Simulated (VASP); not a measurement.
Set up this calculation in VASP 6.6.1, as the native input.

| Property | Result |
| --- | --- |
| Task | single point |
| Functional | PBEsol |
| Potentials or basis | VASP PAW PBE potentials, release 64 (Si, O) |
| Cutoff | 520 eV |
| k mesh | 6 × 6 × 4 |
| Occupations | gaussian, width 0.02 eV |
| Spin | no spin polarisation |
| Dipole correction | no |
| Further INCAR settings | ALGO = Normal; EDIFF = 1e-07; NBANDS = 44 |

The structure of SiO2 lies in POSCAR:

```
SiO2
1.0
    4.9523647430      0.0000000000      0.0000000000
    0.0000000000      4.9523647430      0.0000000000
    0.0000000000      0.0000000000      6.9768429373
Si O
4 8
Direct
    0.1961481169      0.1961481169      0.0000000000
    0.3038518831      0.6961481169      0.7500000000
    0.6961481169      0.3038518831      0.2500000000
    0.8038518831      0.8038518831      0.5000000000
    0.6141995388      0.7373994315      0.6831483969
    0.3858004612      0.2626005685      0.1831483969
    0.7373994315      0.6141995388      0.3168516031
    0.2373994315      0.8858004612      0.9331483969
    0.2626005685      0.3858004612      0.8168516031
    0.1141995388      0.7626005685      0.5668516031
    0.8858004612      0.2373994315      0.0668516031
    0.7626005685      0.1141995388      0.4331483969
```

This cell differs from its parent crystal: biaxial strain in the a-b plane: -1.5 %, then relaxed in part.

The input as run:

INCAR

```
PREC = Accurate
ENCUT = 520
EDIFF = 1E-7
ISMEAR = 0
SIGMA = 0.02
LREAL = False
LASPH = True
NELM = 60
ALGO = Normal
ISIF = 2
LWAVE = False
LCHARG = True
GGA = PS
LELF = True
LVHAR = True
NBANDS = 44
```

KPOINTS

```
Automatic mesh
0
Gamma
  6 6 4
```

Potentials or basis: VASP PAW PBE potentials, release 64 (Si, O).

The run is started by

```bash
$ cat potpaw_PBE.64/Si/POTCAR potpaw_PBE.64/O/POTCAR > POTCAR
$ mpirun -np 1 vasp_std > vasp.out
```

Results of the run:

| Property | Result |
| --- | --- |
| Pressure | 1.1 GPa |
| Largest force | 0.026 eV/Å |
| Band gap on the k mesh | 5.63 eV |

Caveat: the cell differs from its parent crystal (biaxial strain in the a-b plane: -1.5 %, then relaxed in part); the PAW data sets were made with another functional, which shifts forces and pressure a little.

Run time: 7.2 min on 1 thread of Intel Xeon 8259CL, on a shared host, peak memory 0.36 GiB.
